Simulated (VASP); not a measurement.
## CoO: single point with PBE+U

Crystal: CoO.

```
CELL_PARAMETERS angstrom
0.00000 2.13150 2.13150
2.13150 0.00000 2.13150
2.13150 2.13150 0.00000
ATOMIC_POSITIONS crystal
Co 0.00000 0.00000 0.00000
O 0.50000 0.50000 0.50000
```

```
Program             : VASP 6.6.1
Task                : single point
Functional          : PBE
Potentials or basis : VASP PAW PBE potentials, release 64 (Co, O)
Cutoff              : 520 eV
k mesh              : 9 × 9 × 9
Occupations         : fermi-dirac, width 0.02 eV
Spin                : collinear spin, ferromagnetic start
Starting moments    : [2.26, 0.0] μB
Fixed moment        : 2.26 μB
Hubbard terms       : Co d U = 4.8 eV
```

```
Pressure                                              : -4.8 GPa
Net moment                                            : 2.26 μB per cell
Site moments                                          : Co +2.32; O -0.04 μB
Valence electrons inside the program's atomic spheres : Co 7.89; O 4.97
```

Eigenvalues of the final occupation matrices:
```
    site  spin  trace               eigenvalues
site 1 d     1   4.79  0.94 0.94 0.97 0.97 0.97
site 1 d     2   2.50  0.10 0.10 0.77 0.77 0.77
```

It took 25 s on 1 thread of Intel(R) Xeon(R) 6975P-C (Granite Rapids) (shared host), peak memory 0.15 GiB.

Caveat: the cell stands under tension; the total moment is fixed, so each spin has its own Fermi level; a cell with one magnetic atom can't hold antiferromagnetic order, which such compounds often take. The state reached can hang on the start; a lower one may exist.
